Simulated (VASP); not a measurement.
# PtS2 (P-3m1) in VASP: a series of runs

Runs on PtS2. Level: PBE. Tasks: single point.

Everything below comes from runs of VASP 6.6.1. Logs are shortened: lines on timing, memory, paths and dates and some standing lists are left out, and cuts for length are marked.

### 1 The cell of the first run

Symmetry: P-3m1, No. 164, trigonal system. The conventional cell has a = 3.702 Å, b = 3.702 Å, c = 6.497 Å, α = 90.00°, β = 90.00°, γ = 120.00°. Within 3.2 Å of Pt (site symmetry -3m) lie 6 S at 2.43 Å. Within 3.2 Å of S (site symmetry 3m) lie 3 Pt at 2.43 Å and 3 S at 3.15 Å.

### 2 Single point, PBE

The input, INCAR:

```
SYSTEM = PtS2
ALGO = Normal
EDIFF = 1E-6
ENCUT = 520
GGA = PE
ISIF = 2
ISMEAR = 0
LASPH = .True.
LCHARG = .False.
LREAL = .False.
LWAVE = .False.
NBANDS = 18
NELM = 100
PREC = Accurate
SIGMA = 0.05
```

The input, KPOINTS:

```
k-points
0
Gamma
  9 9 4
  0 0 0
```

The input, POSCAR:

```
PtS2
1.0
    3.7018000000      0.0000000000      0.0000000000
   -1.8509000000      3.2058528397      0.0000000000
    0.0000000000      0.0000000000      6.4966356506
Pt S
1 2
Direct
    0.0000000000      0.0000000000      0.0000000000
    0.3333333333      0.6666666667      0.1785248531
    0.6666666667      0.3333333333      0.8214751469
```

Potentials or basis: VASP PAW PBE potentials, release 64 (Pt, S).

Launch:

```console
$ cat potpaw_PBE.64/Pt/POTCAR potpaw_PBE.64/S/POTCAR > POTCAR
$ mpirun -np 1 vasp_std > vasp.out
```

OUTCAR:

```text
SYSTEM = PtS2
   EDIFF = 1E-6
   ENCUT = 520
   GGA = PE
   ISIF = 2
   ISMEAR = 0
   LASPH = .True.
   LREAL = .False.
   NELM = 100
   PREC = Accurate

 ion  position               nearest neighbor table
   1  0.000  0.000  0.000-   2 2.43   3 2.43   2 2.43   3 2.43   3 2.43   2 2.43
   2  0.333  0.667  0.179-   1 2.43   1 2.43   1 2.43
   3  0.667  0.333  0.821-   1 2.43   1 2.43   1 2.43

  LATTYP: Found a hexagonal cell.
 ALAT       =     3.7018000000
 C/A-ratio  =     1.7549936924

  Lattice vectors:

 A1 = (   3.7018000000,   0.0000000000,   0.0000000000)
 A2 = (  -1.8509000000,   3.2058528397,   0.0000000000)
 A3 = (   0.0000000000,   0.0000000000,   6.4966356506)

Analysis of symmetry for initial positions (statically):
=====================================================================
 Subroutine PRICEL returns:
 Original cell was already a primitive cell.

 Routine SETGRP: Setting up the symmetry group for a
 hexagonal supercell.

 Subroutine GETGRP returns: Found 12 space group operations
 (whereof 12 operations were pure point group operations)
 out of a pool of 24 trial point group operations.

The static configuration has the point symmetry D_3d.

Analysis of symmetry for dynamics (positions and initial velocities):
=====================================================================
 Subroutine PRICEL returns:
 Original cell was already a primitive cell.

 Routine SETGRP: Setting up the symmetry group for a
 hexagonal supercell.

 Subroutine GETGRP returns: Found 12 space group operations
 (whereof 12 operations were pure point group operations)
 out of a pool of 24 trial point group operations.

The dynamic configuration has the point symmetry D_3d.

 Subroutine INISYM returns: Found 12 space group operations
 (whereof 12 operations are pure point group operations),
 and found     1 'primitive' translations

----------------------------------------------------------------------------------------

                                     Primitive cell

  volume of cell :      77.0983

  direct lattice vectors                    reciprocal lattice vectors
     3.701800000  0.000000000  0.000000000     0.270138851  0.155964739  0.000000000
    -1.850900000  3.205852840  0.000000000     0.000000000  0.311929477  0.000000000
[... 77 lines left out ...]
 SYSTEM =  PtS2
   PREC   = accura    normal or accurate (medium, high low for compatibility)
   ISTART =      0    job   : 0-new  1-cont  2-samecut
   ICHARG =      2    charge: 1-file 2-atom 10-const
   ISPIN  =      1    spin polarized calculation?
   LNONCOLLINEAR =      F non collinear calculations
   LSORBIT =      F    spin-orbit coupling
   LASPH  =      T    aspherical Exc in radial PAW
   ENCUT  =  520.0 eV  38.22 Ry    6.18 a.u.   6.88  6.88 12.08*2*pi/ulx,y,z
   NELM   =    100;   NELMIN=  2; NELMDL= -5     # of ELM steps
   EDIFF  = 0.1E-05   stopping-criterion for ELM
   LREAL  =      F    real-space projection
   EDIFFG = 0.1E-04   stopping-criterion for IOM
   NSW    =      0    number of steps for IOM
   IBRION =     -1    ionic relax: 0-MD 1-quasi-New 2-CG
   NFREE  =      0    steps in history (QN), initial steepest desc. (CG)
   ISIF   =      2    stress and relaxation
   ISYM   =      2    0-nonsym 1-usesym 2-fastsym
   POTIM  = 0.5000    time-step for ionic-motion
   TEBEG  =    0.0;   TEEND  =   0.0 temperature during run
   PSTRESS=    0.0 pullay stress
   NELECT =      22.0000    total number of electrons
   NUPDOWN=      -1.0000    fix difference up-down
   EMIN   =  10.00;   EMAX   =-10.00  energy-range for DOS
   EFERMI =   0.00;   METHOD = LEGACY
   ISMEAR =     0;   SIGMA  =   0.05  broadening in eV -4-tet -1-fermi 0-gaus
   EFERMI_NEDOS =   21; number of points for ismear=-14 and -15
   IALGO  =     38    algorithm
   IMIX   =      4    mixing-type and parameters
     AMIX     =   0.40;   BMIX     =  1.00
     AMIX_MAG =   1.60;   BMIX_MAG =  1.00
  volume/ion in A,a.u.               =      25.70       173.43
  Fermi-wavevector in a.u.,A,eV,Ry     =   1.077790  2.036727 15.804945  1.161631
  Thomas-Fermi vector in A             =   2.213711
   LORBIT       =      0    0 simple, 1 ext, 2 COOP (PROOUT), +10 PAW based schemes
   GGA     = PE    functional components
   LHFCALC =     F    Hartree Fock is set to
   AEXX    =    0.0000 exact exchange contribution
   IVDW    =     0    specifies the selected vdW correction
   LEPSILON=     F    determine dielectric tensor
   LRPA    =     F    only Hartree local field effects (RPA)
 non-spin polarized calculation
 Gauss-broadening in eV      SIGMA  =   0.05
  energy-cutoff  :      520.00
  volume of cell :       77.10
 maximum number of plane-waves:      2094
   NGX = 13   NGY = 13   NGZ = 25

 number of electron      21.9999997 magnetization

 Free energy of the ion-electron system (eV)
  ---------------------------------------------------
  ext. energy  EPLUGINS =         0.00000000
  ---------------------------------------------------
  free energy    TOTEN  =       -15.37025805 eV

  energy without entropy =      -15.37025805  energy(sigma->0) =      -15.37025805

 E-fermi :   2.7921     XC(G=0):  -8.5290

 val. band max:        2.5300021012   @ k =   0.1111   0.1111   0.0000
 cond. band min:       3.8823880798   @ k =   0.0000   0.2222   0.2500
 fundamental gap:      1.3523859785
 Fermi energy:         2.7921301572

 k-point     1 :       0.0000    0.0000    0.0000
  band No.  band energies     occupation
      1     -11.4588      2.00000
      2      -9.1338      2.00000
      3      -3.1556      2.00000
      4      -3.1556      2.00000
      5      -2.4887      2.00000
      6      -0.3830      2.00000
[... 481 lines left out ...]
      5      -2.1187      2.00000
      6      -1.2871      2.00000
[... 10 lines left out ...]
     17      11.6780      0.00000
     18      12.5507      0.00000

 [... further k-points ...]
[... 5 lines left out ...]
  --------------------------------------------------------------------------------------
  -------------------------------------------------------------------------------------
  Total       -2.7434040     -2.7434040     -0.1250513      0.0000000      0.0000000      0.0000000
  in kB      -57.0105601    -57.0105601     -2.5986849      0.0000000      0.0000000      0.0000000
  external PRESSURE =     -38.8732683 kB  Pullay stress =       0.0000000 kB

 VOLUME and BASIS-vectors are now :
 -----------------------------------------------------------------------------
  energy-cutoff  :      520.00
  volume of cell :       77.10
      direct lattice vectors                 reciprocal lattice vectors
     3.701800000  0.000000000  0.000000000     0.270138851  0.155964739  0.000000000
    -1.850900000  3.205852840  0.000000000     0.000000000  0.311929477  0.000000000
     0.000000000  0.000000000  6.496635651     0.000000000  0.000000000  0.153925825

 POSITION                                       TOTAL-FORCE (eV/Angst)
 -----------------------------------------------------------------------------------
      0.00000      0.00000      0.00000        -0.000000      0.000000     -0.000000
     -0.00000      2.13724      1.15981         0.000000      0.000000     -0.030066
      1.85090      1.06862      5.33682        -0.000000     -0.000000      0.030066
 -----------------------------------------------------------------------------------
    total drift:                               -0.000000      0.000000      0.000000

  FREE ENERGIE OF THE ION-ELECTRON SYSTEM (eV)
  ---------------------------------------------------
  free  energy   TOTEN  =       -15.3702580458 eV

  energy  without entropy=      -15.3702580458  energy(sigma->0) =      -15.37025805
```

OSZICAR:

```text
N       E                     dE             d eps       ncg     rms          rms(c)
DAV:   1     0.117909626931E+03    0.11791E+03   -0.98727E+03  1556   0.105E+03
DAV:   2    -0.998722498963E+01   -0.12790E+03   -0.12325E+03  1962   0.211E+02
DAV:   3    -0.166752067291E+02   -0.66880E+01   -0.66350E+01  1970   0.499E+01
DAV:   4    -0.167700607169E+02   -0.94854E-01   -0.94797E-01  2040   0.638E+00
DAV:   5    -0.167721514553E+02   -0.20907E-02   -0.20905E-02  1964   0.906E-01    0.156E+01
DAV:   6    -0.157101758528E+02    0.10620E+01   -0.70665E+00  1604   0.250E+01    0.109E+01
DAV:   7    -0.153860150167E+02    0.32416E+00   -0.14412E+00  1606   0.117E+01    0.515E+00
DAV:   8    -0.153750368517E+02    0.10978E-01   -0.10006E-01  1750   0.193E+00    0.117E+00
DAV:   9    -0.153699880675E+02    0.50488E-02   -0.12625E-02  1882   0.111E+00    0.284E-01
DAV:  10    -0.153701700439E+02   -0.18198E-03   -0.21109E-03  1836   0.268E-01    0.105E-01
DAV:  11    -0.153702557157E+02   -0.85672E-04   -0.13825E-04  1824   0.102E-01    0.461E-02
DAV:  12    -0.153702565627E+02   -0.84702E-06   -0.20622E-05  1856   0.416E-02    0.117E-02
DAV:  13    -0.153702577857E+02   -0.12230E-05   -0.33294E-06  1730   0.120E-02    0.321E-03
DAV:  14    -0.153702580458E+02   -0.26013E-06   -0.24643E-07  1200   0.408E-03
   1 F= -.15370258E+02 E0= -.15370258E+02  d E =-.605032E-15
```

It took 56 s on 1 thread of Intel Xeon 8259CL, shared host; peak memory 0.21 GiB.

What came out:

```
Free energy            : -15.3703 eV
Pressure               : -3.9 GPa
Largest force          : 0.030 eV/Å
Band gap on the k mesh : 1.35 eV (least direct gap 1.40 eV)
```

Forces on the atoms (eV/Å):
```
Pt   0.000  0.000  0.000
S    0.000  0.000 -0.030
S    0.000  0.000  0.030
```

Levels at points of the mesh, in eV from the valence-band top:
```
           k point  band 7  band 8  band 9  band 10  band 11  band 12  band 13  band 14  band 15  band 16
(0.00, 0.00, 0.00)   -2.91   -0.90   -0.64    -0.64    -0.42     2.81     2.81     4.91     5.77     8.24
(0.00, 0.00, 0.50)   -2.91   -0.98   -0.73    -0.65    -0.65     2.84     2.84     5.74     6.23     7.06
```

Caveat: the cell stands under tension; spin-orbit coupling is left out, which moves the levels of the heavy elements; an odd mesh through Γ misses points on the zone boundary, where band edges can lie; this functional lacks dispersion, which binds the layers, so the pressure and a relaxed spacing across them are unreliable.

### 3 Single point, PBE

This run uses another cell than the first one, of 26.09 Å³/atom.

The input, INCAR:

```
  PREC = Accurate
  ENCUT = 520
  EDIFF = 1E-7
  ISMEAR = 0
  SIGMA = 0.05
  LREAL = F
  LASPH = T
  NELM = 80
  ALGO = Normal
  ISIF = 2
  LWAVE = F
  LCHARG = T
  GGA = PE
  LELF = T
  LVHAR = T
  NBANDS = 18
```

The input, KPOINTS:

```
regular mesh
0
Gamma
  9 9 4
```

The input, POSCAR:

```
PtS2
1.0
    3.8270000000      0.0000000000      0.0000000000
   -1.9135000000      3.3142792203      0.0000000000
    0.0000000000      0.0000000000      6.1718000000
Pt S
1 2
Direct
    0.0000000000      0.0000000000      0.0000000000
    0.3333333333      0.6666666667      0.1771486821
    0.6666666667      0.3333333333      0.8228513179
```

Potentials or basis: VASP PAW PBE potentials, release 64 (Pt, S).

Launch:

```console
$ cat potpaw_PBE.64/Pt/POTCAR potpaw_PBE.64/S/POTCAR > POTCAR
$ mpirun -np 1 vasp_std > vasp.out
```

OUTCAR:

```text
PREC = Accurate
   ENCUT = 520
   EDIFF = 1E-7
   ISMEAR = 0
   LREAL = F
   LASPH = T
   NELM = 80
   ISIF = 2
   GGA = PE

 ion  position               nearest neighbor table
   1  0.000  0.000  0.000-   2 2.47   3 2.47   3 2.47   2 2.47   3 2.47   2 2.47
   2  0.333  0.667  0.177-   1 2.47   1 2.47   1 2.47
   3  0.667  0.333  0.823-   1 2.47   1 2.47   1 2.47

  LATTYP: Found a hexagonal cell.
 ALAT       =     3.8270000000
 C/A-ratio  =     1.6126992422

  Lattice vectors:

[... 193 lines left out ...]
      5      -2.2576      2.00000
      6      -0.3769      2.00000
[... 481 lines left out ...]
      5      -2.1478      2.00000
      6      -1.1135      2.00000
[... 10 lines left out ...]
     17      11.4261      0.00000
     18      12.4386      0.00000

 [... further k-points ...]
[... 5 lines left out ...]
  --------------------------------------------------------------------------------------
  -------------------------------------------------------------------------------------
  Total       -4.9832301     -4.9832301     -0.1219086      0.0000000      0.0000000      0.0000000
  in kB     -101.9910649   -101.9910649     -2.4950856      0.0000000      0.0000000      0.0000000
  external PRESSURE =     -68.8257385 kB  Pullay stress =       0.0000000 kB

 VOLUME and BASIS-vectors are now :
 -----------------------------------------------------------------------------
  energy-cutoff  :      520.00
  volume of cell :       78.28
      direct lattice vectors                 reciprocal lattice vectors
     3.827000000  0.000000000  0.000000000     0.261301280  0.150862365  0.000000000
    -1.913500000  3.314279220  0.000000000     0.000000000  0.301724729  0.000000000
     0.000000000  0.000000000  6.171800000     0.000000000  0.000000000  0.162027285

 POSITION                                       TOTAL-FORCE (eV/Angst)
 -----------------------------------------------------------------------------------
      0.00000      0.00000      0.00000         0.000000      0.000000      0.000000
     -0.00000      2.20952      1.09333         0.000000     -0.000000     -0.023601
      1.91350      1.10476      5.07847        -0.000000      0.000000      0.023601
 -----------------------------------------------------------------------------------
    total drift:                               -0.000000      0.000000     -0.000000

  FREE ENERGIE OF THE ION-ELECTRON SYSTEM (eV)
  ---------------------------------------------------
  free  energy   TOTEN  =       -15.1187028497 eV

  energy  without entropy=      -15.1187028497  energy(sigma->0) =      -15.11870285
```

stdout:

```text
POSCAR found type information on POSCAR PtS
 POSCAR found :  2 types and       3 ions
 scaLAPACK will be used
 LDA part: xc-table for (Slater+PW92), standard interpolation
 POSCAR, INCAR and KPOINTS ok, starting setup
 FFT: planning ... GRIDC
 FFT: planning ... GRID_SOFT
 FFT: planning ... GRID
 WAVECAR not read
 entering main loop
```

Wall time 55 s (1 thread of Intel Xeon 8259CL, shared host); peak memory 0.22 GiB.

What came out:

| Property | Result |
| --- | --- |
| Free energy | -15.1187 eV |
| Pressure | -6.9 GPa |
| Largest force | 0.024 eV/Å |
| Band gap on the k mesh | 1.10 eV (least direct gap 1.18 eV) |

Forces in eV/Å, atoms in the order of the input:
```
Pt   0.000  0.000  0.000
S    0.000  0.000 -0.024
S    0.000  0.000  0.024
```

Stress tensor (GPa, compression positive):
```
-10.20   0.00   0.00
  0.00 -10.20   0.00
  0.00   0.00  -0.25
```

Caveat: the cell stands under tension; spin-orbit coupling is left out, which moves the levels of the heavy elements; an odd mesh through Γ misses points on the zone boundary, where band edges can lie; this functional lacks dispersion, which binds the layers, so the pressure and a relaxed spacing across them are unreliable.

(Continued in part 2 of 2.)
